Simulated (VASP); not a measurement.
Set up this calculation in VASP 6.6.1, as the native input.

| Property | Result |
| --- | --- |
| Task | single point |
| Functional | PBEsol |
| Potentials or basis | VASP PAW PBE potentials, release 64 (Sn_d) |
| Cutoff | 520 eV |
| k mesh | 7 × 7 × 7 |
| Occupations | gaussian, width 0.1 eV |
| Spin | no spin polarisation |
| Dipole correction | no |
| Further INCAR settings | ALGO = Normal; EDIFF = 1e-07; NBANDS = 21 |

The structure of Sn lies in POSCAR:

```
Sn
1.0
    0.0000000000      3.2600658532      3.2600658532
    3.2600658532      0.0000000000      3.2600658532
    3.2600658532      3.2600658532      0.0000000000
Sn
2
Direct
    0.0000000000      0.0000000000      0.0000000000
    0.2500000000      0.2500000000      0.2500000000
```

One way to write it, as run:

INCAR

```
ALGO = Normal ; EDIFF = 1E-7
ENCUT = 520 ; GGA = PS
ISIF = 2 ; ISMEAR = 0
LASPH = True ; LCHARG = False
LREAL = False ; LWAVE = False
NBANDS = 21 ; NELM = 100
PREC = Accurate ; SIGMA = 0.1
```

KPOINTS

```
k-points
0
Gamma
  7 7 7
```

Potentials or basis: VASP PAW PBE potentials, release 64 (Sn_d).

Command:

```sh
$ cat potpaw_PBE.64/Sn_d/POTCAR > POTCAR
$ mpirun -np 1 vasp_std > vasp.out
```

It gave:

The pressure is 0.3 GPa and the band gap on the k mesh is zero (band 14 reaches 5.43 eV, above the bottom of band 15 at 5.29 eV).

Caveat: the PAW data sets were made with another functional, which shifts forces and pressure a little; spin-orbit coupling is left out, which moves the levels of the heavy elements.

It took 23 s on 1 thread of Intel Xeon 6975P-C, with other jobs on the host, peak memory 0.2 GiB.
